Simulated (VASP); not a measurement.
# SiC (R3m) in VASP: further runs

Runs on SiC. Level: PBEsol. Tasks: single point.

All numbers are computed with VASP 6.6.1; they aren't measurements. Logs are shortened: lines on timing, memory, paths and dates and some standing lists are left out, and cuts for length are marked.

**1. The cell of the first run**

The structure is trigonal, space group R3m (No. 160). The conventional cell has a = 3.035 Å, b = 3.035 Å, c = 7.454 Å, α = 90.00°, β = 90.00°, γ = 120.00°. Si (site symmetry 3m) has 4 C at 1.86 Å within 2.5 Å. Within 2.5 Å of C (site symmetry 3m) lie 4 Si at 1.86 Å.

**2. Single point, PBEsol (strained cell)**

Contents of INCAR:

```
SYSTEM = SiC
PREC     = Accurate       ! precision mode
ENCUT    = 600            ! plane-wave cutoff, eV
EDIFF    = 1E-6           ! SCF threshold, eV
ISMEAR   = 0              ! smearing method
SIGMA    = 0.02           ! smearing width, eV
LREAL    = .FALSE.        ! projectors in reciprocal space
LASPH    = .TRUE.         ! aspherical terms in the spheres
NELM     = 120            ! most SCF steps
ALGO     = Normal         ! electronic algorithm
ISIF     = 2              ! what is computed and relaxed
LWAVE    = .FALSE.        ! write WAVECAR
LCHARG   = .FALSE.        ! write CHGCAR
GGA      = PS             ! functional
NBANDS   = 11             ! bands
GGA_COMPAT= .FALSE.
```

Contents of KPOINTS:

```
regular mesh
0
G
  9 9 9
  0 0 0
```

Contents of POSCAR:

```
SiC
1.0
    0.0041115828      2.1498653132      2.1498653132
    2.1498653132      0.0041115828      2.1498653132
    2.1498653132      2.1498653132      0.0041115828
Si C
1 1
Direct
    0.0001232041      0.0001232041      0.0001232041
    0.2498767959      0.2498767959      0.2498767959
```

Potentials or basis: VASP PAW PBE potentials, release 64 (Si, C).

On the command line:

```console
> cat potpaw_PBE.64/Si/POTCAR potpaw_PBE.64/C/POTCAR > POTCAR
> mpirun -np 1 vasp_std > vasp.out
```

OUTCAR:

```text
SYSTEM = SiC
   PREC = Accurate
   ENCUT = 600
   EDIFF = 1E-6
   ISMEAR = 0
   LREAL = .FALSE.
   LASPH = .TRUE.
   NELM = 120
   ISIF = 2
   GGA = PS

 ion  position               nearest neighbor table
   1  0.000  0.000  0.000-   2 1.86   2 1.86   2 1.86   2 1.86
   2  0.250  0.250  0.250-   1 1.86   1 1.86   1 1.86   1 1.86

  LATTYP: Found a trigonal (rhomboedric) cell.
 ALAT       =     3.0403714633
 COS(alpha) =     0.5019115660

  Lattice vectors:

 A1 = (   0.0041115828,   2.1498653132,   2.1498653132)
 A2 = (   2.1498653132,   0.0041115828,   2.1498653132)
 A3 = (   2.1498653132,   2.1498653132,   0.0041115828)

Analysis of symmetry for initial positions (statically):
=====================================================================
 Subroutine PRICEL returns:
 Original cell was already a primitive cell.

 Routine SETGRP: Setting up the symmetry group for a
 trigonal (rhombohedral) supercell.

 Subroutine GETGRP returns: Found  6 space group operations
 (whereof  6 operations were pure point group operations)
 out of a pool of 12 trial point group operations.

The static configuration has the point symmetry C_3v.

Analysis of symmetry for dynamics (positions and initial velocities):
=====================================================================
 Subroutine PRICEL returns:
 Original cell was already a primitive cell.

 Routine SETGRP: Setting up the symmetry group for a
 trigonal (rhombohedral) supercell.

 Subroutine GETGRP returns: Found  6 space group operations
 (whereof  6 operations were pure point group operations)
 out of a pool of 12 trial point group operations.

The dynamic configuration has the point symmetry C_3v.

 Subroutine INISYM returns: Found  6 space group operations
 (whereof  6 operations are pure point group operations),
 and found     1 'primitive' translations

----------------------------------------------------------------------------------------

                                     Primitive cell

  volume of cell :      19.8160

  direct lattice vectors                    reciprocal lattice vectors
     0.004111583  2.149865313  2.149865313    -0.233240962  0.232795744  0.232795744
     2.149865313  0.004111583  2.149865313     0.232795744 -0.233240962  0.232795744
     2.149865313  2.149865313  0.004111583     0.232795744  0.232795744 -0.233240962

  length of vectors
     3.040371463  3.040371463  3.040371463     0.403471267  0.403471267  0.403471267

  position of ions in fractional coordinates (direct lattice)
     0.000123204  0.000123204  0.000123204
     0.249876796  0.249876796  0.249876796

  ion indices of the primitive-cell ions
   primitive index   ion index
                 1           1
                 2           2

----------------------------------------------------------------------------------------

 KPOINTS: regular mesh

Automatic generation of k-mesh.
 Grid dimensions read from file:
 generate k-points for:    9    9    9

 Generating k-lattice:

  Cartesian coordinates                     Fractional coordinates (reciprocal lattice)
    -0.025915662  0.025866194  0.025866194     0.111111111 -0.000000000 -0.000000000
     0.025866194 -0.025915662  0.025866194    -0.000000000  0.111111111 -0.000000000
     0.025866194  0.025866194 -0.025915662    -0.000000000 -0.000000000  0.111111111

  Length of vectors
     0.044830141  0.044830141  0.044830141

  Shift w.r.t. Gamma in fractional coordinates (k-lattice)
     0.000000000  0.000000000  0.000000000

 Subroutine IBZKPT returns following result:
 ===========================================

 Found     85 irreducible k-points:

 Following reciprocal coordinates:
            Coordinates               Weight
  0.000000  0.000000  0.000000      1.000000
  0.111111  0.000000  0.000000      6.000000
  0.222222  0.000000  0.000000      6.000000
  0.333333  0.000000 -0.000000      6.000000
  0.444444  0.000000  0.000000      6.000000
  0.111111  0.111111 -0.000000      6.000000
[... 16 lines left out ...]
 -0.333333  0.333333  0.000000      6.000000
  0.444444  0.444444  0.000000      6.000000
 [... further k-points ...]
   k-points           NKPTS =     85   k-points in BZ     NKDIM =     85   number of bands    NBANDS=     11
   number of dos      NEDOS =    301   number of ions     NIONS =      2
   total plane-waves  NPLWV =  13824
   dimension x,y,z NGX =    24 NGY =   24 NGZ =   24
   dimension x,y,z NGXF=    48 NGYF=   48 NGZF=   48
   ions per type =               1   1
   NGX,Y,Z   is equivalent  to a cutoff of  13.12, 13.12, 13.12 a.u.
   NGXF,Y,Z  is equivalent  to a cutoff of  26.25, 26.25, 26.25 a.u.
 SYSTEM =  SiC
   PREC   = accura    normal or accurate (medium, high low for compatibility)
   ISTART =      0    job   : 0-new  1-cont  2-samecut
   ICHARG =      2    charge: 1-file 2-atom 10-const
   ISPIN  =      1    spin polarized calculation?
   LNONCOLLINEAR =      F non collinear calculations
   LSORBIT =      F    spin-orbit coupling
   LASPH  =      T    aspherical Exc in radial PAW
   ENCUT  =  600.0 eV  44.10 Ry    6.64 a.u.   6.07  6.07  6.07*2*pi/ulx,y,z
   NELM   =    120;   NELMIN=  2; NELMDL= -5     # of ELM steps
   EDIFF  = 0.1E-05   stopping-criterion for ELM
   LREAL  =      F    real-space projection
   EDIFFG = 0.1E-04   stopping-criterion for IOM
   NSW    =      0    number of steps for IOM
   IBRION =     -1    ionic relax: 0-MD 1-quasi-New 2-CG
   NFREE  =      0    steps in history (QN), initial steepest desc. (CG)
   ISIF   =      2    stress and relaxation
   ISYM   =      2    0-nonsym 1-usesym 2-fastsym
   POTIM  = 0.5000    time-step for ionic-motion
   TEBEG  =    0.0;   TEEND  =   0.0 temperature during run
   PSTRESS=    0.0 pullay stress
   NELECT =       8.0000    total number of electrons
   NUPDOWN=      -1.0000    fix difference up-down
   EMIN   =  10.00;   EMAX   =-10.00  energy-range for DOS
   EFERMI =   0.00;   METHOD = LEGACY
   ISMEAR =     0;   SIGMA  =   0.02  broadening in eV -4-tet -1-fermi 0-gaus
   EFERMI_NEDOS =   21; number of points for ismear=-14 and -15
   IALGO  =     38    algorithm
   IMIX   =      4    mixing-type and parameters
     AMIX     =   0.40;   BMIX     =  1.00
     AMIX_MAG =   1.60;   BMIX_MAG =  1.00
  volume/ion in A,a.u.               =       9.91        66.86
  Fermi-wavevector in a.u.,A,eV,Ry     =   1.209946  2.286467 19.918525  1.463970
  Thomas-Fermi vector in A             =   2.345508
   LORBIT       =      0    0 simple, 1 ext, 2 COOP (PROOUT), +10 PAW based schemes
   GGA     = PS    functional components
   LHFCALC =     F    Hartree Fock is set to
   AEXX    =    0.0000 exact exchange contribution
   IVDW    =     0    specifies the selected vdW correction
   LEPSILON=     F    determine dielectric tensor
   LRPA    =     F    only Hartree local field effects (RPA)
 non-spin polarized calculation
 Gauss-broadening in eV      SIGMA  =   0.02
  energy-cutoff  :      600.00
  volume of cell :       19.82
 maximum number of plane-waves:       680
   NGX = 13   NGY = 13   NGZ = 13

 number of electron       7.9999999 magnetization

 Free energy of the ion-electron system (eV)
  ---------------------------------------------------
  ext. energy  EPLUGINS =         0.00000000
  ---------------------------------------------------
  free energy    TOTEN  =       -15.88705161 eV

  energy without entropy =      -15.88705161  energy(sigma->0) =      -15.88705161

 E-fermi :   8.6507     XC(G=0): -11.6920

 val. band max:        8.5602755060   @ k =   0.0000   0.0000   0.0000
 cond. band min:       9.8955374047   @ k =   0.4444   0.4444   0.0000
 fundamental gap:      1.3352618987
 Fermi energy:         8.6507217019

 k-point     1 :       0.0000    0.0000    0.0000
  band No.  band energies     occupation
      1      -7.2195      2.00000
      2       8.5265      2.00000
      3       8.5603      2.00000
      4       8.5603      2.00000
      5      15.2374      0.00000
      6      16.0578      0.00000
      7      16.1175      0.00000
      8      16.1175      0.00000
      9      23.2629      0.00000
     10      23.2629      0.00000
     11      25.4899      0.00000

 k-point     2 :       0.1111    0.0000    0.0000
  band No.  band energies     occupation
      1      -6.9688      2.00000
      2       7.3284      2.00000
      3       8.3657      2.00000
      4       8.3940      2.00000
      5      15.3881      0.00000
      6      16.3635      0.00000
      7      16.4156      0.00000
      8      16.5832      0.00000
      9      22.1036      0.00000
     10      22.1225      0.00000
     11      24.8896      0.00000

 k-point     3 :       0.2222    0.0000    0.0000
  band No.  band energies     occupation
      1      -6.2296      2.00000
      2       4.8343      2.00000
      3       8.0090      2.00000
      4       8.0334      2.00000
      5      14.9625      0.00000
      6      16.6748      0.00000
      7      16.7128      0.00000
      8      17.9430      0.00000
      9      21.5970      0.00000
     10      21.6464      0.00000
     11      23.9678      0.00000

 k-point     4 :       0.3333    0.0000   -0.0000
  band No.  band energies     occupation
      1      -5.0605      2.00000
      2       2.2130      2.00000
      3       7.6778      2.00000
      4       7.6979      2.00000
      5      14.5464      0.00000
      6      16.3105      0.00000
      7      16.3390      0.00000
      8      18.6758      0.00000
      9      23.0271      0.00000
     10      23.0998      0.00000
     11      24.0889      0.00000
[... 239 lines left out ...]
 k-point    22 :      -0.4444    0.3333    0.0000
  band No.  band energies     occupation
      1      -2.2122      2.00000
      2       1.2061      2.00000
      3       3.2970      2.00000
      4       5.7917      2.00000
      5      11.4574      0.00000
      6      15.9515      0.00000
      7      20.6937      0.00000
      8      20.9691      0.00000
      9      22.7313      0.00000
     10      25.7484      0.00000
     11      30.9644      0.00000

 k-point    23 :      -0.3333    0.3333    0.0000
  band No.  band energies     occupation
      1      -2.3324      2.00000
      2       1.3797      2.00000
      3       2.6523      2.00000
      4       6.2969      2.00000
      5      12.3090      0.00000
      6      17.9588      0.00000
      7      19.5711      0.00000
      8      20.5043      0.00000
      9      21.8542      0.00000
     10      23.2980      0.00000
     11      30.9509      0.00000

 k-point    24 :       0.4444    0.4444    0.0000
  band No.  band energies     occupation
      1      -2.4490      2.00000
      2       1.1409      2.00000
      3       5.3050      2.00000
      4       5.3417      2.00000
      5       9.8955      0.00000
      6      12.9996      0.00000
      7      22.7356      0.00000
      8      22.7373      0.00000
      9      23.5945      0.00000
     10      28.5734      0.00000
     11      31.6028      0.00000

 [... further k-points ...]
[... 5 lines left out ...]
  --------------------------------------------------------------------------------------
  -------------------------------------------------------------------------------------
  Total        1.2963325      1.2963325      1.2963325     -0.0610012     -0.0610012     -0.0610012
  in kB      104.8119762    104.8119762    104.8119762     -4.9321110     -4.9321110     -4.9321110
  external PRESSURE =     104.8119762 kB  Pullay stress =       0.0000000 kB

 VOLUME and BASIS-vectors are now :
 -----------------------------------------------------------------------------
  energy-cutoff  :      600.00
  volume of cell :       19.82
      direct lattice vectors                 reciprocal lattice vectors
     0.004111583  2.149865313  2.149865313    -0.233240962  0.232795744  0.232795744
     2.149865313  0.004111583  2.149865313     0.232795744 -0.233240962  0.232795744
     2.149865313  2.149865313  0.004111583     0.232795744  0.232795744 -0.233240962

 POSITION                                       TOTAL-FORCE (eV/Angst)
 -----------------------------------------------------------------------------------
      0.00053      0.00053      0.00053        -0.001490     -0.001490     -0.001490
      1.07543      1.07543      1.07543         0.001490      0.001490      0.001490
 -----------------------------------------------------------------------------------
    total drift:                                0.000040      0.000040      0.000040

  FREE ENERGIE OF THE ION-ELECTRON SYSTEM (eV)
  ---------------------------------------------------
  free  energy   TOTEN  =       -15.8870516093 eV

  energy  without entropy=      -15.8870516093  energy(sigma->0) =      -15.88705161
```

Run time: 14 s. Hardware: 1 thread of Intel Xeon 8259CL, shared host; peak memory 0.14 GiB.

Results:

| Quantity | Value |
| --- | --- |
| Free energy | -15.8871 eV |
| Pressure | 10.5 GPa |
| Band gap on the k mesh | 1.34 eV (least direct gap 4.55 eV) |

Forces on the atoms (eV/Å):
```
Si  -0.001 -0.001 -0.001
C    0.001  0.001  0.001
```

Stress tensor (GPa, compression positive):
```
10.48 -0.49 -0.49
-0.49 10.48 -0.49
-0.49 -0.49 10.48
```

Levels at points of the mesh, in eV from the valence-band top:
```csv
k point,band 1,band 2,band 3,band 4,band 5,band 6,band 7,band 8,band 9
"(0.00, 0.00, 0.00)",-15.78,-0.03,0.00,0.00,6.68,7.50,7.56,7.56,14.70
```

Caveat: the cell differs from its parent crystal (strained cell); the cell stands under pressure; the PAW data sets were made with another functional, which shifts forces and pressure a little; an odd mesh through Γ misses points on the zone boundary, where band edges can lie.

[end of part 1 of 3]
